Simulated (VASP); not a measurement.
# WC (Fm-3m) in VASP: settings compared, part 2 of 3

VASP 6.6.1.

## (3) Single point, PBE0

POSCAR

```
WC
1.0
    0.0000000000      2.2072055093      2.2072055093
    2.2072055093      0.0000000000      2.2072055093
    2.2072055093      2.2072055093      0.0000000000
W C
1 1
Direct
    0.0000000000      0.0000000000      0.0000000000
    0.5000000000      0.5000000000      0.5000000000
```

INCAR.step1

```
PREC     = Accurate       # precision mode
ENCUT    = 520            # plane-wave cutoff, eV
EDIFF    = 1E-5           # SCF threshold, eV
ISMEAR   = -1             # smearing method
SIGMA    = 0.05           # smearing width, eV
LREAL    = False          # projectors in reciprocal space
LASPH    = True           # aspherical terms in the spheres
NELM     = 80             # most SCF steps
ALGO     = Normal         # electronic algorithm
ISIF     = 2              # what is computed and relaxed
LWAVE    = True           # write WAVECAR
NBANDS   = 16             # bands
GGA      = PE             # functional
```

INCAR.step2

```
PREC     = Accurate       # precision mode
ENCUT    = 520            # plane-wave cutoff, eV
EDIFF    = 1E-7           # SCF threshold, eV
ISMEAR   = -1             # smearing method
SIGMA    = 0.05           # smearing width, eV
LREAL    = False          # projectors in reciprocal space
LASPH    = True           # aspherical terms in the spheres
NELM     = 80             # most SCF steps
ALGO     = Normal         # electronic algorithm
ISIF     = 2              # what is computed and relaxed
LWAVE    = False          # write WAVECAR
LCHARG   = True           # write CHGCAR
GGA      = PE             # functional
LHFCALC  = True           # exact exchange
AEXX     = 0.25           # exact-exchange fraction
PRECFOCK = Normal       
LELF     = True           # ELF
LVHAR    = True         
NBANDS   = 16             # bands
ISTART   = 1
```

KPOINTS

```
regular mesh
0
Gamma
  6 6 6
```

Potentials or basis: VASP PAW PBE potentials, release 64 (W_sv, C).

Run with:

```
$ cat potpaw_PBE.64/W_sv/POTCAR potpaw_PBE.64/C/POTCAR > POTCAR
$ cp INCAR.step1 INCAR
$ mpirun -np 1 vasp_std > vasp.out
$ cp INCAR.step2 INCAR
$ mpirun -np 1 vasp_std > vasp.out
```

OUTCAR:

```text
PREC = Accurate
   ENCUT = 520
   EDIFF = 1E-7
   ISMEAR = -1
   LREAL = False
   LASPH = True
   NELM = 80
   ISIF = 2
   GGA = PE
   LHFCALC = True
   AEXX = 0.25
   PRECFOCK = Normal
   ISTART = 1

 ion  position               nearest neighbor table
   1  0.000  0.000  0.000-   2 2.21   2 2.21   2 2.21   2 2.21   2 2.21   2 2.21
   2  0.500  0.500  0.500-   1 2.21   1 2.21   1 2.21   1 2.21   1 2.21   1 2.21

  LATTYP: Found a face centered cubic cell.
 ALAT       =     4.4144110186

  Lattice vectors:

 A1 = (   0.0000000000,   2.2072055093,   2.2072055093)
 A2 = (   2.2072055093,   0.0000000000,   2.2072055093)
 A3 = (   2.2072055093,   2.2072055093,   0.0000000000)

Analysis of symmetry for initial positions (statically):
=====================================================================
 Subroutine PRICEL returns:
 Original cell was already a primitive cell.

 Routine SETGRP: Setting up the symmetry group for a
 face centered cubic supercell.

 Subroutine GETGRP returns: Found 48 space group operations
 (whereof 48 operations were pure point group operations)
 out of a pool of 48 trial point group operations.

The static configuration has the point symmetry O_h .

Analysis of symmetry for dynamics (positions and initial velocities):
=====================================================================
 Subroutine PRICEL returns:
 Original cell was already a primitive cell.

 Routine SETGRP: Setting up the symmetry group for a
 face centered cubic supercell.

 Subroutine GETGRP returns: Found 48 space group operations
 (whereof 48 operations were pure point group operations)
 out of a pool of 48 trial point group operations.

The dynamic configuration has the point symmetry O_h .

 Subroutine INISYM returns: Found 48 space group operations
 (whereof 48 operations are pure point group operations),
 and found     1 'primitive' translations

----------------------------------------------------------------------------------------

                                     Primitive cell

  volume of cell :      21.5059

  direct lattice vectors                    reciprocal lattice vectors
     0.000000000  2.207205509  2.207205509    -0.226530787  0.226530787  0.226530787
     2.207205509  0.000000000  2.207205509     0.226530787 -0.226530787  0.226530787
     2.207205509  2.207205509  0.000000000     0.226530787  0.226530787 -0.226530787

  length of vectors
     3.121459966  3.121459966  3.121459966     0.392362832  0.392362832  0.392362832

  position of ions in fractional coordinates (direct lattice)
     0.000000000  0.000000000  0.000000000
     0.500000000  0.500000000  0.500000000

  ion indices of the primitive-cell ions
   primitive index   ion index
                 1           1
                 2           2

----------------------------------------------------------------------------------------

 KPOINTS: regular mesh

Automatic generation of k-mesh.
 Grid dimensions read from file:
 generate k-points for:    6    6    6

 Generating k-lattice:

  Cartesian coordinates                     Fractional coordinates (reciprocal lattice)
    -0.037755131  0.037755131  0.037755131     0.166666667  0.000000000  0.000000000
     0.037755131 -0.037755131  0.037755131     0.000000000  0.166666667  0.000000000
     0.037755131  0.037755131 -0.037755131     0.000000000  0.000000000  0.166666667

  Length of vectors
     0.065393805  0.065393805  0.065393805

  Shift w.r.t. Gamma in fractional coordinates (k-lattice)
     0.000000000  0.000000000  0.000000000

 Subroutine IBZKPT returns following result:
 ===========================================

 Found     16 irreducible k-points:

 Following reciprocal coordinates:
            Coordinates               Weight
  0.000000  0.000000  0.000000      1.000000
  0.166667  0.000000  0.000000      8.000000
  0.333333  0.000000  0.000000      8.000000
  0.500000  0.000000  0.000000      4.000000
  0.166667  0.166667  0.000000      6.000000
  0.333333  0.166667  0.000000     24.000000
[... 8 lines left out ...]
 -0.333333  0.333333  0.166667     24.000000
 -0.333333  0.500000  0.166667     12.000000
   k-points           NKPTS =     16   k-points in BZ     NKDIM =    216   number of bands    NBANDS=     16
   number of dos      NEDOS =    301   number of ions     NIONS =      2
   total plane-waves  NPLWV =  13824
   dimension x,y,z NGX =    24 NGY =   24 NGZ =   24
   dimension x,y,z NGXF=    48 NGYF=   48 NGZF=   48
   ions per type =               1   1
   NGX,Y,Z   is equivalent  to a cutoff of  12.78, 12.78, 12.78 a.u.
   NGXF,Y,Z  is equivalent  to a cutoff of  25.56, 25.56, 25.56 a.u.
 SYSTEM =  unknown system
   PREC   = accura    normal or accurate (medium, high low for compatibility)
   ISTART =      1    job   : 0-new  1-cont  2-samecut
   ICHARG =      0    charge: 1-file 2-atom 10-const
   ISPIN  =      1    spin polarized calculation?
   LNONCOLLINEAR =      F non collinear calculations
   LSORBIT =      F    spin-orbit coupling
   LASPH  =      T    aspherical Exc in radial PAW
   ENCUT  =  520.0 eV  38.22 Ry    6.18 a.u.   5.80  5.80  5.80*2*pi/ulx,y,z
   NELM   =     80;   NELMIN=  2; NELMDL=  0     # of ELM steps
   EDIFF  = 0.1E-06   stopping-criterion for ELM
   LREAL  =      F    real-space projection
   EDIFFG = 0.1E-05   stopping-criterion for IOM
   NSW    =      0    number of steps for IOM
   IBRION =     -1    ionic relax: 0-MD 1-quasi-New 2-CG
   NFREE  =      0    steps in history (QN), initial steepest desc. (CG)
   ISIF   =      2    stress and relaxation
   ISYM   =      3    0-nonsym 1-usesym 2-fastsym
   POTIM  = 0.5000    time-step for ionic-motion
   TEBEG  =    0.0;   TEEND  =   0.0 temperature during run
   PSTRESS=    0.0 pullay stress
   NELECT =      18.0000    total number of electrons
   NUPDOWN=      -1.0000    fix difference up-down
   EMIN   =  10.00;   EMAX   =-10.00  energy-range for DOS
   EFERMI =   0.00;   METHOD = LEGACY
   ISMEAR =    -1;   SIGMA  =   0.05  broadening in eV -4-tet -1-fermi 0-gaus
   EFERMI_NEDOS =   21; number of points for ismear=-14 and -15
   IALGO  =     38    algorithm
   IMIX   =      1    mixing-type and parameters
     AMIX     =   0.40;   BMIX     =  1.00
     AMIX_MAG =   1.60;   BMIX_MAG =  1.00
  volume/ion in A,a.u.               =      10.75        72.56
  Fermi-wavevector in a.u.,A,eV,Ry     =   1.542812  2.915491 32.385507  2.380268
  Thomas-Fermi vector in A             =   2.648563
   LORBIT       =      0    0 simple, 1 ext, 2 COOP (PROOUT), +10 PAW based schemes
   GGA     = PE    functional components
   LHFCALC =     T    Hartree Fock is set to
   PRECFOCK=normal    Normal, Fast or Accurate (Low or Medium for compatibility)
   ENCUT4O =  -1.0   cutoff for four orbital integrals eV
   NKREDX  =     1    reduce k-point grid by
   NKREDY  =     1    reduce k-point grid by
   NKREDZ  =     1    reduce k-point grid by
   AEXX    =    0.2500 exact exchange contribution
   HFSCREEN=    0.0000 screening length (either q_TF or 0.3 A-1)
   HFSCREENC=   0.0000 screening length for correlation (either q_TF or 0.3 A-1)
   ENCUTFOCK=  -1.0 apply spherical cutoff to Coloumb kernel
   IVDW    =     0    specifies the selected vdW correction
   LEPSILON=     F    determine dielectric tensor
   LRPA    =     F    only Hartree local field effects (RPA)
 non-spin polarized calculation
  energy-cutoff  :      520.00
  volume of cell :       21.51
 maximum number of plane-waves:       589
  NGX = 18; NGY = 18; NGZ = 18

 number of electron      18.0000003 magnetization

 Free energy of the ion-electron system (eV)
  ---------------------------------------------------
  ext. energy  EPLUGINS =         0.00000000
  ---------------------------------------------------
  free energy    TOTEN  =       -26.43765277 eV

  energy without entropy =      -26.43095362  energy(sigma->0) =      -26.43430320

 E-fermi :  11.9284     XC(G=0): -10.6745

 val. band max:       11.8708085376   @ k =  -0.3333   0.1667   0.0000
 cond. band min:      12.7004297202   @ k =  -0.3333   0.3333   0.1667
 fundamental gap:      0.8296211826
 Fermi energy:        11.9284134722

 k-point     1 :       0.0000    0.0000    0.0000
  band No.  band energies     occupation
      1     -68.0695      2.00000
      2     -30.5521      2.00000
      3     -30.5521      2.00000
      4     -30.5521      2.00000
      5      -5.9757      2.00000
      6       8.5906      2.00000
[... 281 lines left out ...]
      3     -30.8836      2.00000
      4     -30.7937      2.00000
      5      -2.9201      2.00000
      6       4.8585      2.00000
[... 8 lines left out ...]
     15      25.3289      0.00000
     16      27.6918      0.00000

------------------------ aborting loop because EDIFF is reached ----------------------------------------

  FORCE on cell =-STRESS in cart. coord.  units (eV):
  Direction    XX          YY          ZZ          XY          YZ          ZX
  --------------------------------------------------------------------------------------
  -------------------------------------------------------------------------------------
  Total       -2.2669058     -2.2669058     -2.2669058      0.0000000     -0.0000000      0.0000000
  in kB     -168.8829280   -168.8829280   -168.8829280      0.0000000     -0.0000000      0.0000000
  external PRESSURE =    -168.8829280 kB  Pullay stress =       0.0000000 kB

 VOLUME and BASIS-vectors are now :
 -----------------------------------------------------------------------------
  energy-cutoff  :      520.00
  volume of cell :       21.51
      direct lattice vectors                 reciprocal lattice vectors
     0.000000000  2.207205509  2.207205509    -0.226530787  0.226530787  0.226530787
     2.207205509  0.000000000  2.207205509     0.226530787 -0.226530787  0.226530787
     2.207205509  2.207205509  0.000000000     0.226530787  0.226530787 -0.226530787

 POSITION                                       TOTAL-FORCE (eV/Angst)
 -----------------------------------------------------------------------------------
      0.00000      0.00000      0.00000        -0.000000     -0.000000     -0.000000
      2.20721      2.20721      2.20721         0.000000      0.000000      0.000000
 -----------------------------------------------------------------------------------
    total drift:                               -0.000000     -0.000000     -0.000000

  FREE ENERGIE OF THE ION-ELECTRON SYSTEM (eV)
  ---------------------------------------------------
  free  energy   TOTEN  =       -26.4376527699 eV

  energy  without entropy=      -26.4309536218  energy(sigma->0) =      -26.43430320
```

Run time: 27 min. Hardware: 1 thread of Intel Xeon Platinum 8259CL at 2.50GHz (Skylake/Cascade Lake), shared host; peak memory 0.16 GiB.

Results:

```
Free energy            : -26.4377 eV
Pressure               : -16.9 GPa
Band gap on the k mesh : zero (bands 9 and 10 overlap by 3.90 eV)
```

Levels at points of the mesh, in eV from the Fermi level:
```
           k point  band 5  band 6  band 7  band 8  band 9  band 10  band 11  band 12  band 13  band 14
(0.00, 0.00, 0.00)  -17.90   -3.34   -3.34   -3.34   -1.41    -1.41    -1.41    -1.09    -1.09     7.65
(0.50, 0.00, 0.00)  -13.05  -11.19   -7.64   -7.64    1.71     1.71     3.36     5.82    10.24    10.24
(0.50, 0.50, 0.00)  -15.53   -6.74   -6.66   -3.24   -3.24     1.67     3.24     3.24     6.55     8.44
```

Caveat: the k points lie up to 0.41 Å⁻¹ apart, too coarse for converged energies and pressures of a metal; the PAW data sets were made with another functional, which shifts forces and pressure a little; spin-orbit coupling is left out, which moves the levels of the heavy elements.

## (4) Single point, HSE06

This run uses another cell than the first one, of 10.54 Å³/atom.

POSCAR

```
WC
1.0
    0.0000000000      2.1926840000      2.1926840000
    2.1926840000      0.0000000000      2.1926840000
    2.1926840000      2.1926840000      0.0000000000
W C
1 1
Direct
    0.0000000000      0.0000000000      0.0000000000
    0.5000000000      0.5000000000      0.5000000000
```

INCAR.step1

```
PREC = Accurate
ENCUT = 520
EDIFF = 1E-5
ISMEAR = -1
SIGMA = 0.05
LREAL = F
LASPH = T
NELM = 100
ALGO = Normal
ISIF = 2
LWAVE = T
GGA = PE
NBANDS = 16
```

INCAR.step2

```
PREC = Accurate
ENCUT = 520
EDIFF = 1E-7
ISMEAR = -1
SIGMA = 0.05
LREAL = F
LASPH = T
NELM = 100
ALGO = Normal
ISIF = 2
LWAVE = F
LCHARG = T
GGA = PE
LHFCALC = T
HFSCREEN = 0.2079
PRECFOCK = Normal
LELF = T
LVHAR = T
ISTART = 1
NBANDS = 16
```

KPOINTS

```
Automatic mesh
0
Gamma
  6 6 6
```

Potentials or basis: VASP PAW PBE potentials, release 64 (W_sv, C).

Run with:

```
$ cat potpaw_PBE.64/W_sv/POTCAR potpaw_PBE.64/C/POTCAR > POTCAR
$ cp INCAR.step1 INCAR
$ mpirun -np 1 vasp_std > vasp.out
$ cp INCAR.step2 INCAR
$ mpirun -np 1 vasp_std > vasp.out
```

OUTCAR:

```text
PREC = Accurate
   ENCUT = 520
   EDIFF = 1E-7
   ISMEAR = -1
   LREAL = F
   LASPH = T
   NELM = 100
   ISIF = 2
   GGA = PE
   LHFCALC = T
   HFSCREEN = 0.2079
   PRECFOCK = Normal
   ISTART = 1

 ion  position               nearest neighbor table
   1  0.000  0.000  0.000-   2 2.19   2 2.19   2 2.19   2 2.19   2 2.19   2 2.19
   2  0.500  0.500  0.500-   1 2.19   1 2.19   1 2.19   1 2.19   1 2.19   1 2.19

  LATTYP: Found a face centered cubic cell.
 ALAT       =     4.3853680000

  Lattice vectors:

 A1 = (   0.0000000000,   2.1926840000,   2.1926840000)
 A2 = (   2.1926840000,   0.0000000000,   2.1926840000)
 A3 = (   2.1926840000,   2.1926840000,   0.0000000000)

Analysis of symmetry for initial positions (statically):
=====================================================================
 Subroutine PRICEL returns:
 Original cell was already a primitive cell.

[... 161 lines left out ...]
  ext. energy  EPLUGINS =         0.00000000
  ---------------------------------------------------
  free energy    TOTEN  =       -24.79131569 eV

  energy without entropy =      -24.78335345  energy(sigma->0) =      -24.78733457

 E-fermi :  12.3865     XC(G=0): -11.1648

 val. band max:       12.3129888017   @ k =  -0.3333   0.1667   0.0000
 cond. band min:      12.6959017417   @ k =  -0.3333   0.3333   0.1667
 fundamental gap:      0.3829129400
 Fermi energy:        12.3864816370

 k-point     1 :       0.0000    0.0000    0.0000
  band No.  band energies     occupation
      1     -67.3448      2.00000
      2     -29.8262      2.00000
      3     -29.8262      2.00000
      4     -29.8262      2.00000
      5      -5.4367      2.00000
      6       9.1924      2.00000
[... 281 lines left out ...]
      3     -30.1818      2.00000
      4     -30.0857      2.00000
      5      -2.3586      2.00000
      6       5.4339      2.00000
[... 8 lines left out ...]
     15      25.3902      0.00000
     16      27.8236      0.00000

------------------------ aborting loop because EDIFF is reached ----------------------------------------

  FORCE on cell =-STRESS in cart. coord.  units (eV):
  Direction    XX          YY          ZZ          XY          YZ          ZX
  --------------------------------------------------------------------------------------
  -------------------------------------------------------------------------------------
  Total       -1.2865812     -1.2865812     -1.2865812     -0.0000000      0.0000000     -0.0000000
  in kB      -97.7664028    -97.7664028    -97.7664028     -0.0000000      0.0000000     -0.0000000
  external PRESSURE =     -97.7664028 kB  Pullay stress =       0.0000000 kB

 VOLUME and BASIS-vectors are now :
 -----------------------------------------------------------------------------
  energy-cutoff  :      520.00
  volume of cell :       21.08
      direct lattice vectors                 reciprocal lattice vectors
     0.000000000  2.192684000  2.192684000    -0.228031034  0.228031034  0.228031034
     2.192684000  0.000000000  2.192684000     0.228031034 -0.228031034  0.228031034
     2.192684000  2.192684000  0.000000000     0.228031034  0.228031034 -0.228031034

 POSITION                                       TOTAL-FORCE (eV/Angst)
 -----------------------------------------------------------------------------------
      0.00000      0.00000      0.00000        -0.000000      0.000000     -0.000000
      2.19268      2.19268      2.19268         0.000000     -0.000000      0.000000
 -----------------------------------------------------------------------------------
    total drift:                               -0.000000     -0.000000     -0.000000

  FREE ENERGIE OF THE ION-ELECTRON SYSTEM (eV)
  ---------------------------------------------------
  free  energy   TOTEN  =       -24.7913156928 eV

  energy  without entropy=      -24.7833534484  energy(sigma->0) =      -24.78733457
```

Wall time 47 min (1 thread of AMD EPYC 7R43 (Zen 3), shared host); peak memory 0.22 GiB.

Results:

* Free energy: -24.7913 eV
* Pressure: -9.8 GPa
* Band gap on the k mesh: zero (bands 9 and 10 overlap by 3.35 eV)

Caveat: the k points lie up to 0.41 Å⁻¹ apart, too coarse for converged energies and pressures of a metal; the PAW data sets were made with another functional, which shifts forces and pressure a little; spin-orbit coupling is left out, which moves the levels of the heavy elements.

(Continued in part 3 of 3.)
